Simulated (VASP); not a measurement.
Runs of VASP 6.6.1 on BAs. The structure is that of space group Pm-3m (No. 221), or close to it. The cells are those of the table. 

```tsv
task	level	cell	k mesh	cutoff (eV)	smearing	grid for exact exchange (PRECFOCK)	screening parameter	share of exact exchange	gap on the mesh (eV)	pressure (GPa)	relaxed volume (Å³/atom)
single point	HSE06	a = 2.957 Å, 2 atoms	5 × 5 × 5	520	fermi-dirac 0.05 eV	Normal	0.2079 1/Å	-	none	-9.0	-
single point	PBEsol-based screened hybrid	a = 2.862 Å, 2 atoms	5 × 5 × 5	520	fermi-dirac 0.05 eV	Normal	0.207 1/Å	0.25	none	-0.2	-
single point	B3LYP	a = 2.957 Å, 2 atoms	5 × 5 × 5	520	fermi-dirac 0.05 eV	Normal	-	-	none	-0.4	-
single point	PBE0	a = 2.875 Å, 2 atoms	5 × 5 × 5	520	fermi-dirac 0.05 eV	Normal	-	-	none	-0.5	-
relaxation of cell and atoms	PBEsol-based screened hybrid	relaxed from a = 2.957 Å, 2 atoms	5 × 5 × 5	600	fermi-dirac 0.05 eV	Normal	0.207 1/Å	0.25	none	0.0	(b)
single point	PBEsol-based global hybrid	a = 2.859 Å, 2 atoms	5 × 5 × 5	520	fermi-dirac 0.05 eV	Normal	-	0.25	none	-0.4	-
single point	PBEsol-based screened hybrid	a = 2.957 Å, 2 atoms	5 × 5 × 5	520	fermi-dirac 0.05 eV	Normal	0.207 1/Å	0.25	none	-11.1	-
single point	r2SCAN0	a = 2.957 Å, 2 atoms	5 × 5 × 5	520	fermi-dirac 0.05 eV	Normal	-	-	none	(a)	-
single point	PBEsol	a = 2.957 Å, 2 atoms	8 × 8 × 8	520	gaussian 0.1 eV	-	-	-	none	-6.4	-
relaxation of cell and atoms	PBE-based screened hybrid	relaxed from a = 2.957 Å, 2 atoms	5 × 5 × 5	600	fermi-dirac 0.05 eV	Normal	0.3 1/Å	0.25	none	0.0	11.96
single point	PBE-based screened hybrid	a = 2.883 Å, 2 atoms	5 × 5 × 5	520	fermi-dirac 0.05 eV	Normal	0.3 1/Å	0.25	none	-0.3	-
```

Alike in all rows: potentials or basis VASP PAW PBE potentials, release 64 (B, As); no spin polarisation.

Problem. Estimate the missing entries.

Solution. (a) -9.9; (b) 11.70.

Caveats: some runs use coarse meshes; the PAW data sets were made with another functional, which shifts forces and pressure a little.

A k mesh can miss the band edges, and the runs leave out spin-orbit coupling on As.

A gap of «none» marks levels without a gap at the run's occupations.
